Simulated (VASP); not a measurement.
A run of VASP 6.6.1 is set up as follows.

File INCAR:

```
PREC     = Accurate       # precision mode
ENCUT    = 520            # plane-wave cutoff, eV
EDIFF    = 1E-6           # SCF threshold, eV
ISMEAR   = -1             # smearing method
SIGMA    = 0.08           # smearing width, eV
LREAL    = False          # projectors in reciprocal space
LASPH    = True           # aspherical terms in the spheres
NELM     = 60             # most SCF steps
ALGO     = Normal         # electronic algorithm
ISIF     = 2              # what is computed and relaxed
LWAVE    = False          # write WAVECAR
LCHARG   = False          # write CHGCAR
GGA      = PE             # functional
NBANDS   = 16             # bands
```

The input KPOINTS:

```
Automatic mesh
0
Gamma
  12 12 7
```

File POSCAR:

```
MgO
1.0
    3.4493637266      0.0000000000      0.0000000000
   -1.7246818633      2.9872366141      0.0000000000
    0.0000000000      0.0000000000      4.1619038766
Mg O
2 2
Direct
    0.3333333333      0.6666666667     -0.0620060772
    0.6666666667      0.3333333333      0.4379939228
    0.3333333333      0.6666666667      0.4380060772
    0.6666666667      0.3333333333      0.9380060772
```

Potentials or basis: VASP PAW PBE potentials, release 64 (Mg, O).

The run is started by

```bash
$ cat potpaw_PBE.64/Mg/POTCAR potpaw_PBE.64/O/POTCAR > POTCAR
$ mpirun -np 1 vasp_std > vasp.out
```

Estimate the pressure.

7.8 GPa.

Estimate the band gap on the k mesh.

3.56 eV, direct.

Stress tensor (GPa, compression positive):
```
7.84 0.00 0.00
0.00 7.84 0.00
0.00 0.00 7.62
```

 A k mesh can miss the band edges.
